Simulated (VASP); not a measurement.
Crystal: Si2Sb2Se.

```
Si Sb Se
1.0
     5.18572    0.00000    0.00000
    -2.59286    4.49096    0.00000
     0.00000    0.00000    5.47229
Si Sb Se
2 2 1
Direct
  0.33333 0.66667 0.50000
  0.66667 0.33333 0.50000
  0.33333 0.66667 0.00000
  0.66667 0.33333 0.00000
  0.00000 0.00000 0.00000
```

The cell was generated, and may not be a known phase.

| Quantity | Value |
| --- | --- |
| Program | VASP 6.6.1 |
| Task | relaxation of cell and atoms |
| Functional | PBE |
| Potentials or basis | VASP PAW PBE potentials, release 64 (Si, Sb, Se) |
| Cutoff | 600 eV |
| k mesh | 12 × 12 × 8 |
| Occupations | gaussian, width 0.1 eV |
| Spin | no spin polarisation |

At the start: pressure 0.1 GPa; volume 25.49 Å³/atom.

How do energy, volume and symmetry change on relaxing?

Over 6 steps the energy falls by 4.7 meV/atom and the volume is 25.56 Å³/atom (+0.3 %); space group P6/mmm (No. 191, to 0.1 Å) before and after.

The path:
```tsv
step	energy change (eV)	largest force (eV/Å)	pressure (GPa)	volume (Å³)
1	0.0000	0.0000	0.08	127.44
2	-0.0231	0.0000	0.09	127.65
3	-0.0235	0.0000	0.08	127.63
4	-0.0235	0.0000	0.08	127.63
5	-0.0236	0.0000	-0.03	127.88
6	-0.0236	0.0000	0.00	127.80
```

Final structure:
```
Si Sb Se
1.0
     5.14772    0.00000    0.00000
    -2.57386    4.45806    0.00000
     0.00000    0.00000    5.56907
Si Sb Se
2 2 1
Direct
  0.33333 0.66667 0.50000
  0.66667 0.33333 0.50000
  0.33333 0.66667 0.00000
  0.66667 0.33333 0.00000
  0.00000 0.00000 0.00000
```
